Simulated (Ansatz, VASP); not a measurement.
## One calculation of Al, two programs

```
CELL_PARAMETERS angstrom
-1.59122 1.59122 1.59122
1.59122 -1.59122 1.59122
1.59122 1.59122 -1.59122
ATOMIC_POSITIONS crystal
Al 0.00000 0.00000 0.00000
```

Alike in both runs: task single point; functional PBE0; k mesh 8 × 8 × 8; occupations fermi-dirac, width 0.05 eV; no spin polarisation.

|  | VASP | Ansatz |
| --- | --- | --- |
| version | VASP 6.6.1 | Ansatz 0.2.0 |
| potentials or method | VASP PAW PBE potentials, release 64 (Al) | Ansatz PAW |
| plane-wave cutoff (eV) | 520 | 420 |
| valence electrons in the cell | 3 | 3 |

Ansatz gave:

- gap on the k mesh at the Fermi level (eV): none
- pressure (GPa): 3.6

**Question.** What did VASP give for the same quantities?

**Answer.** gap on the k mesh at the Fermi level (eV): none; pressure (GPa): 3.7.

A gap of «none» marks a metal or a gap that the smearing closes. The functional is the same, so the differences come from potentials, cutoffs and numerics.
